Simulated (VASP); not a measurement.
Wanted: the native input for a VASP 6.6.1 run.

| Quantity | Value |
| --- | --- |
| Task | single point |
| Functional | LDA |
| Potentials or basis | VASP PAW LDA potentials, release 64 (Li_sv, Nb_sv, O) |
| Cutoff | 520 eV |
| k mesh | 6 × 6 × 6 |
| Occupations | gaussian, width 0.02 eV |
| Spin | no spin polarisation |
| Dipole correction | no |
| Further INCAR settings | ALGO = Normal; EDIFF = 1e-06; NBANDS = 45 |

The structure of LiNbO3 lies in POSCAR:

```
LiNbO3
1.0
    2.5330331568      1.4624473750      4.5632451266
   -2.5330331568      1.4624473750      4.5632451266
    0.0000000000     -2.9248947500      4.5632451266
Li Nb O
2 2 6
Direct
    0.7055277281      0.7055277281      0.7055277281
    0.2055277281      0.2055277281      0.2055277281
    0.9890957860      0.9890957860      0.9890957860
    0.4890957860      0.4890957860      0.4890957860
    0.8814094941      0.2695722776      0.6208435044
    0.6208435044      0.8814094941      0.2695722776
    0.2695722776      0.6208435044      0.8814094941
    0.7695722776      0.3814094941      0.1208435044
    0.3814094941      0.1208435044      0.7695722776
    0.1208435044      0.7695722776      0.3814094941
```

One way to write it, as run:

INCAR

```
  PREC = Accurate
  ENCUT = 520
  EDIFF = 1E-6
  ISMEAR = 0
  SIGMA = 0.02
  LREAL = F
  LASPH = T
  NELM = 60
  ALGO = Normal
  ISIF = 2
  LWAVE = F
  LCHARG = F
  GGA = CA
  NBANDS = 45
```

KPOINTS

```
regular mesh
0
Gamma
  6 6 6
```

Potentials or basis: VASP PAW LDA potentials, release 64 (Li_sv, Nb_sv, O).

Launch:

```bash
$ cat potpaw_LDA.64/Li_sv/POTCAR potpaw_LDA.64/Nb_sv/POTCAR potpaw_LDA.64/O/POTCAR > POTCAR
$ mpirun -np 1 vasp_std > vasp.out
```

It gave:

```yaml
Largest_force: 0.077 eV/Å
Band_gap_on_the_k_mesh: 3.50 eV (least direct gap 3.52 eV)
```

It took 5.5 min on 1 thread of Intel Xeon 8259CL (shared host), peak memory 0.27 GiB.
